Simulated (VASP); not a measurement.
# Nb (Im-3m) in VASP: notebook

Aim: see how the results for Nb move with the level of theory and the settings. Levels: r2SCAN, PBE. Tasks: single point.

Everything below comes from runs of VASP 6.6.1. Logs are shortened: lines on timing, memory, paths and dates and some standing lists are left out, and cuts for length are marked.

### 1 The cell of the first run

Symmetry: Im-3m, No. 229, cubic system. The conventional cell has a = 3.311 Å, b = 3.311 Å, c = 3.311 Å, α = 90.00°, β = 90.00°, γ = 90.00°. Within 3.8 Å of Nb (site symmetry m-3m) lie 14 Nb at 2.87 to 3.31 Å.

### 2 Single point, r2SCAN

Contents of POSCAR:

```
Nb
1.0
   -1.6555580008      1.6555580008      1.6555580008
    1.6555580008     -1.6555580008      1.6555580008
    1.6555580008      1.6555580008     -1.6555580008
Nb
1
Direct
    0.0000000000      0.0000000000      0.0000000000
```

Contents of INCAR.step1:

```
SYSTEM = Nb
PREC = Accurate
ENCUT = 520
ISMEAR = 0
SIGMA = 0.1
LREAL = .False.
LASPH = .True.
NELM = 100
NBANDS = 12
GGA = PE
ALGO = Normal
EDIFF = 1E-4
LWAVE = .True.
LCHARG = .False.
```

Contents of INCAR.step2:

```
SYSTEM = Nb
PREC = Accurate
ENCUT = 520
EDIFF = 1E-6
ISMEAR = 0
SIGMA = 0.1
LREAL = .False.
LASPH = .True.
NELM = 100
ALGO = Normal
ISIF = 2
LWAVE = .False.
LCHARG = .False.
METAGGA = R2SCAN
LMIXTAU = .True.
NBANDS = 12
ISTART = 1
```

Contents of KPOINTS:

```
Automatic mesh
0
Gamma
  18 18 18
  0 0 0
```

Potentials or basis: VASP PAW PBE potentials, release 64 (Nb_sv).

Command:

```bash
$ cat potpaw_PBE.64/Nb_sv/POTCAR > POTCAR
$ cp INCAR.step1 INCAR
$ mpirun -np 1 vasp_std > vasp.out
$ cp INCAR.step2 INCAR
$ mpirun -np 1 vasp_std > vasp.out
```

OUTCAR:

```text
SYSTEM = Nb
   PREC = Accurate
   ENCUT = 520
   EDIFF = 1E-6
   ISMEAR = 0
   LREAL = .False.
   LASPH = .True.
   NELM = 100
   ISIF = 2
   METAGGA = R2SCAN
   ISTART = 1

 ion  position               nearest neighbor table
   1  0.000  0.000  0.000-

  LATTYP: Found a body centered cubic cell.
 ALAT       =     3.3111160016

  Lattice vectors:

 A1 = (  -1.6555580008,   1.6555580008,   1.6555580008)
 A2 = (   1.6555580008,  -1.6555580008,   1.6555580008)
 A3 = (   1.6555580008,   1.6555580008,  -1.6555580008)

Analysis of symmetry for initial positions (statically):
=====================================================================
 Subroutine PRICEL returns:
 Original cell was already a primitive cell.

 Routine SETGRP: Setting up the symmetry group for a
 body centered cubic supercell.

 Subroutine GETGRP returns: Found 48 space group operations
 (whereof 48 operations were pure point group operations)
 out of a pool of 48 trial point group operations.

The static configuration has the point symmetry O_h .

Analysis of symmetry for dynamics (positions and initial velocities):
=====================================================================
 Subroutine PRICEL returns:
 Original cell was already a primitive cell.

 Routine SETGRP: Setting up the symmetry group for a
 body centered cubic supercell.

 Subroutine GETGRP returns: Found 48 space group operations
 (whereof 48 operations were pure point group operations)
 out of a pool of 48 trial point group operations.

The dynamic configuration has the point symmetry O_h .

 Subroutine INISYM returns: Found 48 space group operations
 (whereof 48 operations are pure point group operations),
 and found     1 'primitive' translations

----------------------------------------------------------------------------------------

                                     Primitive cell

  volume of cell :      18.1507

  direct lattice vectors                    reciprocal lattice vectors
    -1.655558001  1.655558001  1.655558001     0.000000000  0.302012977  0.302012977
     1.655558001 -1.655558001  1.655558001     0.302012977  0.000000000  0.302012977
     1.655558001  1.655558001 -1.655558001     0.302012977  0.302012977  0.000000000

  length of vectors
     2.867510572  2.867510572  2.867510572     0.427110848  0.427110848  0.427110848

  position of ions in fractional coordinates (direct lattice)
     0.000000000  0.000000000  0.000000000

  ion indices of the primitive-cell ions
   primitive index   ion index
                 1           1

----------------------------------------------------------------------------------------

 KPOINTS: Automatic mesh

Automatic generation of k-mesh.
 Grid dimensions read from file:
 generate k-points for:   18   18   18

 Generating k-lattice:

  Cartesian coordinates                     Fractional coordinates (reciprocal lattice)
     0.000000000  0.016778499  0.016778499     0.055555556  0.000000000  0.000000000
     0.016778499  0.000000000  0.016778499     0.000000000  0.055555556  0.000000000
     0.016778499  0.016778499  0.000000000     0.000000000  0.000000000  0.055555556

  Length of vectors
     0.023728380  0.023728380  0.023728380

  Shift w.r.t. Gamma in fractional coordinates (k-lattice)
     0.000000000  0.000000000  0.000000000

 Subroutine IBZKPT returns following result:
 ===========================================

 Found    195 irreducible k-points:

 Following reciprocal coordinates:
            Coordinates               Weight
  0.000000  0.000000  0.000000      1.000000
  0.055556  0.000000  0.000000     12.000000
  0.111111  0.000000  0.000000     12.000000
  0.166667  0.000000  0.000000     12.000000
  0.222222  0.000000  0.000000     12.000000
  0.277778  0.000000  0.000000     12.000000
[... 16 lines left out ...]
  0.333333  0.111111  0.000000     48.000000
  0.388889  0.111111  0.000000     48.000000
 [... further k-points ...]
   k-points           NKPTS =    195   k-points in BZ     NKDIM =    195   number of bands    NBANDS=     12
   number of dos      NEDOS =    301   number of ions     NIONS =      1
   total plane-waves  NPLWV =  13824
   dimension x,y,z NGX =    24 NGY =   24 NGZ =   24
   dimension x,y,z NGXF=    48 NGYF=   48 NGZF=   48
   ions per type =               1
   NGX,Y,Z   is equivalent  to a cutoff of  13.91, 13.91, 13.91 a.u.
   NGXF,Y,Z  is equivalent  to a cutoff of  27.83, 27.83, 27.83 a.u.
 SYSTEM =  Nb
   PREC   = accura    normal or accurate (medium, high low for compatibility)
   ISTART =      1    job   : 0-new  1-cont  2-samecut
   ICHARG =      0    charge: 1-file 2-atom 10-const
   ISPIN  =      1    spin polarized calculation?
   LNONCOLLINEAR =      F non collinear calculations
   LSORBIT =      F    spin-orbit coupling
   LASPH  =      T    aspherical Exc in radial PAW
   ENCUT  =  520.0 eV  38.22 Ry    6.18 a.u.   5.33  5.33  5.33*2*pi/ulx,y,z
   NELM   =    100;   NELMIN=  2; NELMDL=  0     # of ELM steps
   EDIFF  = 0.1E-05   stopping-criterion for ELM
   LREAL  =      F    real-space projection
   EDIFFG = 0.1E-04   stopping-criterion for IOM
   NSW    =      0    number of steps for IOM
   IBRION =     -1    ionic relax: 0-MD 1-quasi-New 2-CG
   NFREE  =      0    steps in history (QN), initial steepest desc. (CG)
   ISIF   =      2    stress and relaxation
   ISYM   =      2    0-nonsym 1-usesym 2-fastsym
   POTIM  = 0.5000    time-step for ionic-motion
   TEBEG  =    0.0;   TEEND  =   0.0 temperature during run
   PSTRESS=    0.0 pullay stress
   NELECT =      13.0000    total number of electrons
   NUPDOWN=      -1.0000    fix difference up-down
   EMIN   =  10.00;   EMAX   =-10.00  energy-range for DOS
   EFERMI =   0.00;   METHOD = LEGACY
   ISMEAR =     0;   SIGMA  =   0.10  broadening in eV -4-tet -1-fermi 0-gaus
   EFERMI_NEDOS =   21; number of points for ismear=-14 and -15
   IALGO  =     38    algorithm
   IMIX   =      4    mixing-type and parameters
     AMIX     =   0.40;   BMIX     =  1.00
     AMIX_MAG =   1.60;   BMIX_MAG =  1.00
  volume/ion in A,a.u.               =      18.15       122.49
  Fermi-wavevector in a.u.,A,eV,Ry     =   1.464732  2.767942 29.190487  2.145440
  Thomas-Fermi vector in A             =   2.580673
   LORBIT       =      0    0 simple, 1 ext, 2 COOP (PROOUT), +10 PAW based schemes
   METAGGA = R2SCAN    functional components
   LHFCALC =     F    Hartree Fock is set to
   AEXX    =    0.0000 exact exchange contribution
   IVDW    =     0    specifies the selected vdW correction
   LEPSILON=     F    determine dielectric tensor
   LRPA    =     F    only Hartree local field effects (RPA)
 non-spin polarized calculation
 Gauss-broadening in eV      SIGMA  =   0.10
  energy-cutoff  :      520.00
  volume of cell :       18.15
 maximum number of plane-waves:       500
 NGX is ok and might be reduce to    24
   NGX = 11   NGY = 11   NGZ = 11

 number of electron      13.0000000 magnetization

 Free energy of the ion-electron system (eV)
  ---------------------------------------------------
  ext. energy  EPLUGINS =         0.00000000
  ---------------------------------------------------
  free energy    TOTEN  =       -24.84622350 eV

  energy without entropy =      -24.83827825  energy(sigma->0) =      -24.84225088

 E-fermi :  11.0069     XC(G=0): -13.5827

 val. band max:       11.0023543236   @ k =  -0.1667   0.2222   0.0556
 cond. band min:      11.0078676262   @ k =  -0.2222   0.2778   0.1111
 fundamental gap:      0.0055133026
 Fermi energy:        11.0068808925

 k-point     1 :       0.0000    0.0000    0.0000
  band No.  band energies     occupation
      1     -45.1400      2.00000
      2     -19.6960      2.00000
      3     -19.6960      2.00000
      4     -19.6960      2.00000
      5       4.7543      2.00000
      6      11.4736      0.00000
      7      11.4736      0.00000
      8      11.4736      0.00000
      9      14.5715      0.00000
     10      14.5715      0.00000
     11      25.8849      0.00000
     12      25.8849      0.00000

 k-point     2 :       0.0556    0.0000    0.0000
  band No.  band energies     occupation
      1     -45.1324      2.00000
      2     -19.7421      2.00000
      3     -19.7098      2.00000
      4     -19.6963      2.00000
      5       4.8871      2.00000
      6      11.3898      0.00000
      7      11.4527      0.00000
      8      11.5993      0.00000
      9      14.4398      0.00000
     10      14.5704      0.00000
     11      25.9945      0.00000
     12      26.1193      0.00000

 k-point     3 :       0.1111    0.0000    0.0000
  band No.  band energies     occupation
      1     -45.1102      2.00000
      2     -19.8734      2.00000
      3     -19.7494      2.00000
      4     -19.6975      2.00000
      5       5.2694      2.00000
      6      11.1588      0.03169
      7      11.3664      0.00000
      8      11.9718      0.00000
      9      14.1574      0.00000
     10      14.5746      0.00000
     11      26.2625      0.00000
     12      26.7863      0.00000

 k-point     4 :       0.1667    0.0000    0.0000
  band No.  band energies     occupation
      1     -45.0760      2.00000
      2     -20.0708      2.00000
      3     -19.8096      2.00000
      4     -19.6992      2.00000
      5       5.8441      2.00000
      6      10.8294      1.98791
      7      11.1812      0.01368
      8      12.5765      0.00000
      9      13.9491      0.00000
     10      14.6010      0.00000
     11      26.4772      0.00000
     12      27.7178      0.00000

 k-point     5 :       0.2222    0.0000    0.0000
  band No.  band energies     occupation
      1     -45.0337      2.00000
      2     -20.3070      2.00000
      3     -19.8825      2.00000
      4     -19.7014      2.00000
      5       6.4970      2.00000
      6      10.4590      2.00000
      7      10.9724      1.37409
      8      13.3870      0.00000
      9      13.9425      0.00000
     10      14.6671      0.00000
     11      26.2974      0.00000
     12      27.8580      0.00000
[... 228 lines left out ...]
      1     -44.9745      2.00000
      2     -20.5827      2.00000
      3     -19.9755      2.00000
      4     -19.7595      2.00000
      5       7.3801      2.00000
      6      10.0967      2.00000
      7      10.5720      2.00000
      8      13.7675      0.00000
      9      14.9089      0.00000
     10      15.1240      0.00000
     11      25.9595      0.00000
     12      27.1345      0.00000

 k-point    22 :       0.2778    0.1111    0.0000
  band No.  band energies     occupation
      1     -44.9341      2.00000
      2     -20.7728      2.00000
      3     -20.0617      2.00000
      4     -19.7644      2.00000
      5       7.6470      2.00000
      6       9.8106      2.00000
      7      10.8878      1.90789
      8      14.0206      0.00000
      9      15.2157      0.00000
     10      16.0639      0.00000
     11      24.9926      0.00000
     12      26.1269      0.00000

 k-point    23 :       0.3333    0.1111    0.0000
  band No.  band energies     occupation
      1     -44.9009      2.00000
      2     -20.9244      2.00000
      3     -20.1324      2.00000
      4     -19.7679      2.00000
      5       7.6404      2.00000
      6       9.6016      2.00000
      7      11.5022      0.00000
      8      14.2861      0.00000
      9      15.3556      0.00000
     10      17.1412      0.00000
     11      24.1642      0.00000
     12      24.9619      0.00000

 k-point    24 :       0.3889    0.1111    0.0000
  band No.  band energies     occupation
      1     -44.8791      2.00000
      2     -21.0219      2.00000
      3     -20.1785      2.00000
      4     -19.7700      2.00000
      5       7.5556      2.00000
      6       9.4732      2.00000
      7      12.0936      0.00000
      8      14.4174      0.00000
      9      15.5380      0.00000
     10      17.9853      0.00000
     11      23.4874      0.00000
     12      24.1421      0.00000

 [... further k-points ...]

------------------------ aborting loop because EDIFF is reached ----------------------------------------

  FORCE on cell =-STRESS in cart. coord.  units (eV):
  Direction    XX          YY          ZZ          XY          YZ          ZX
  --------------------------------------------------------------------------------------
  -------------------------------------------------------------------------------------
  Total       -0.1353606     -0.1353606     -0.1353606     -0.0000000      0.0000000     -0.0000000
  in kB      -11.9483975    -11.9483975    -11.9483975     -0.0000000      0.0000000     -0.0000000
  external PRESSURE =     -11.9483975 kB  Pullay stress =       0.0000000 kB

 VOLUME and BASIS-vectors are now :
 -----------------------------------------------------------------------------
  energy-cutoff  :      520.00
  volume of cell :       18.15
      direct lattice vectors                 reciprocal lattice vectors
    -1.655558001  1.655558001  1.655558001     0.000000000  0.302012977  0.302012977
     1.655558001 -1.655558001  1.655558001     0.302012977  0.000000000  0.302012977
     1.655558001  1.655558001 -1.655558001     0.302012977  0.302012977  0.000000000

 POSITION                                       TOTAL-FORCE (eV/Angst)
 -----------------------------------------------------------------------------------
      0.00000      0.00000      0.00000        -0.000000      0.000000     -0.000000
 -----------------------------------------------------------------------------------
    total drift:                               -0.000000      0.000000      0.000000

  FREE ENERGIE OF THE ION-ELECTRON SYSTEM (eV)
  ---------------------------------------------------
  free  energy   TOTEN  =       -24.8462235032 eV

  energy  without entropy=      -24.8382782515  energy(sigma->0) =      -24.84225088
```

Run time: 55 s. Hardware: 1 thread of Intel Xeon 6975P-C (Granite Rapids), shared host; peak memory 0.17 GiB.

Results:

* Free energy: -24.8462 eV
* Pressure: -1.2 GPa
* Band gap on the k mesh: zero (an odd number of electrons rules out a gap without spin polarisation)

Caveat: the PAW data sets were made with another functional, which shifts forces and pressure a little.

(Continued in part 2 of 2.)
